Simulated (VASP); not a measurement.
Here is a VASP 6.6.1 calculation.

The input POSCAR:

```
Ge
1.0
    0.0000000000      2.9048514179      5.1495445635
    2.6479180176      0.0000000000      5.1495445635
    2.6479180176      2.9048514179      0.0000000000
Ge
4
Direct
    0.7264900000      0.2735100000      0.7264900000
    0.2735100000      0.7264900000      0.2735100000
    0.2181330000      0.2181330000      0.7818670000
    0.7818670000      0.7818670000      0.2181330000
```

Contents of INCAR.step1:

```
ALGO = Normal
EDIFF = 1E-4
ENCUT = 520
GGA = PE
ISMEAR = -1
LASPH = T
LCHARG = F
LREAL = F
LWAVE = T
NBANDS = 36
NELM = 60
PREC = Accurate
SIGMA = 0.05
```

INCAR.step2

```
ALGO = Normal
EDIFF = 1E-6
ENCUT = 520
ISIF = 2
ISMEAR = -1
ISTART = 1
LASPH = T
LCHARG = F
LMIXTAU = T
LREAL = F
LWAVE = F
METAGGA = R2SCAN
NBANDS = 36
NELM = 60
PREC = Accurate
SIGMA = 0.05
```

File KPOINTS:

```
k-points
0
Gamma
  7 7 7
```

Potentials or basis: VASP PAW PBE potentials, release 64 (Ge_d).

Launch:

```sh
$ cat potpaw_PBE.64/Ge_d/POTCAR > POTCAR
$ cp INCAR.step1 INCAR
$ mpirun -np 1 vasp_std > vasp.out
$ cp INCAR.step2 INCAR
$ mpirun -np 1 vasp_std > vasp.out
```

Question: Estimate the band gap on the k mesh.

Answer: Zero (bands 28 and 29 overlap by 2.81 eV).

Question: What does it give for the largest force?

Answer: 0.061 eV/Å.

Question: Estimate the pressure.

Answer: -3.8 GPa.

Forces on the atoms (eV/Å):
```
Ge   0.000 -0.032  0.000
Ge   0.000  0.032  0.000
Ge   0.000  0.000 -0.061
Ge   0.000  0.000  0.061
```

Caveat: the cell stands under tension; the PAW data sets were made with another functional, which shifts forces and pressure a little.
